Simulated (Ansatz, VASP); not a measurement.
One calculation of Ca, two programs

File POSCAR:

```
Ca
1.0
   -2.2371583227      2.2371583227      2.2938199579
    2.2371583227     -2.2371583227      2.2938199579
    2.2371583227      2.2371583227     -2.2938199579
Ca
1
Direct
    0.5000000000      0.5000000000      0.0000000000
```

File INCAR.step1:

```
PREC = Accurate ; ENCUT = 550
ISMEAR = 0 ; SIGMA = 0.1
LREAL = False ; LASPH = True
NELM = 120 ; NBANDS = 11
GGA = PE ; ALGO = Normal
EDIFF = 1E-5 ; LWAVE = True
LCHARG = False ; GGA_COMPAT = False
```

File INCAR.step2:

```
PREC = Accurate ; ENCUT = 550
EDIFF = 1E-6 ; ISMEAR = 0
SIGMA = 0.1 ; LREAL = False
LASPH = True ; NELM = 120
ALGO = Normal ; ISIF = 2
LWAVE = False ; LCHARG = False
METAGGA = R2SCAN ; LMIXTAU = True
NBANDS = 11 ; ISTART = 1
GGA_COMPAT = False
```

File KPOINTS:

```
regular mesh
0
Gamma
  14 14 14
```

Input for Ansatz:

```yaml
crystal:
  lattice:
    - [-2.2371583227, 2.2371583227, 2.2938199579]
    - [2.2371583227, -2.2371583227, 2.2938199579]
    - [2.2371583227, 2.2371583227, -2.2938199579]
  atoms:
    - { symbol: Ca, position: [0.5, 0.5, 0.0] }
basis:
  ecutwfc: 500
kpoints:
  mp_grid: { grid: [14, 14, 14] }
hamiltonian:
  xc: r2scan
scf:
  occupations: { method: gaussian, width: 0.1 }
output:
  forces: true
  stress: true
  eigenvalues: true
  populations: true
```

Alike in both runs: task single point; functional r2SCAN; k mesh 14 × 14 × 14; occupations gaussian, width 0.1 eV; no spin polarisation.

```csv
,VASP,Ansatz
version,VASP 6.6.1,Ansatz 0.2.0
potentials or method,"VASP PAW PBE potentials, release 64 (Ca_sv), cutoff 550 eV","scalar-relativistic, plane waves, PAW"
valence electrons in the cell,10,10
```

```csv
,VASP,Ansatz,Ansatz less VASP
gap on the k mesh at the Fermi level (eV),none,none,-
pressure (GPa),-0.9,-0.9,-0.04
```

VASP's potentials were made for PBE, not for r2SCAN. A gap of «none» marks a metal or a gap that the smearing closes. The functional is the same, so the differences come from potentials, cutoffs and numerics.
